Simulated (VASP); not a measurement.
Input of a VASP 6.6.1 run:

INCAR

```
SYSTEM = V
PREC = Accurate
ENCUT = 520
EDIFF = 1E-6
ISMEAR = 0
SIGMA = 0.15
LREAL = .FALSE.
LASPH = .TRUE.
NELM = 60
ALGO = Normal
ISIF = 2
LWAVE = .FALSE.
LCHARG = .FALSE.
GGA = PE
NBANDS = 12
```

The input KPOINTS:

```
regular mesh
0
G
  22 22 22
  0 0 0
```

POSCAR

```
V
1.0
   -1.3919600000      1.3919600000      1.5130000000
    1.3919600000     -1.3919600000      1.5130000000
    1.3919600000      1.3919600000     -1.5130000000
V
1
Direct
    0.0000000000      0.0000000000      0.0000000000
```

Potentials or basis: VASP PAW PBE potentials, release 64 (V_sv).

Command:

```sh
$ cat potpaw_PBE.64/V_sv/POTCAR > POTCAR
$ mpirun -np 1 vasp_std > vasp.out
```

Task: Estimate the band gap on the k mesh.

Result: Zero (an odd number of electrons rules out a gap without spin polarisation).

Task: Predict the pressure.

Result: 33.7 GPa.

Stress tensor (GPa, compression positive):
```
38.85  0.00  0.00
 0.00 38.85  0.00
 0.00  0.00 23.53
```

Caveat: the cell differs from its parent crystal (strain -0.080 along x and y, +0.000 along z); the stress differs along the axes, from 24 to 39 GPa.
